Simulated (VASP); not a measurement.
Runs of VASP 6.6.1 on LiH. The structure is that of space group Pm-3m (No. 221), or close to it. The cells are those of the table. 

```tsv
level	cell	k mesh	smearing	grid for exact exchange (PRECFOCK)	share of exact exchange	screening parameter	gap on the mesh (eV)
r2SCAN	a = 2.646, b = 2.646, c = 2.566 Å, 2 atoms	10 × 10 × 10	gaussian 0.01 eV	-	-	-	(b)
PBE	a = 2.646, b = 2.646, c = 2.566 Å, 2 atoms	10 × 10 × 10	fermi-dirac 0.02 eV	-	-	-	(a)
r2SCAN	a = 2.405 Å, 2 atoms	10 × 10 × 10	gaussian 0.01 eV	-	-	-	1.27
HSE06	a = 2.646, b = 2.646, c = 2.566 Å, 2 atoms	8 × 8 × 8	gaussian 0.01 eV	Normal	0.25	0.2079 1/Å	1.34
HSE06	a = 2.405 Å, 2 atoms	8 × 8 × 8	gaussian 0.01 eV	Normal	0.25	0.2079 1/Å	1.42
```

Alike in all rows: task single point; potentials or basis VASP PAW PBE potentials, release 64 (Li_sv, H); no spin polarisation; cutoff (eV) 520.

Q: Estimate the missing entries.

A: (a) 0.66; (b) 1.19.

Caveats: the structure was generated, so it needn't be the stable form of LiH.

A k mesh can miss the band edges.
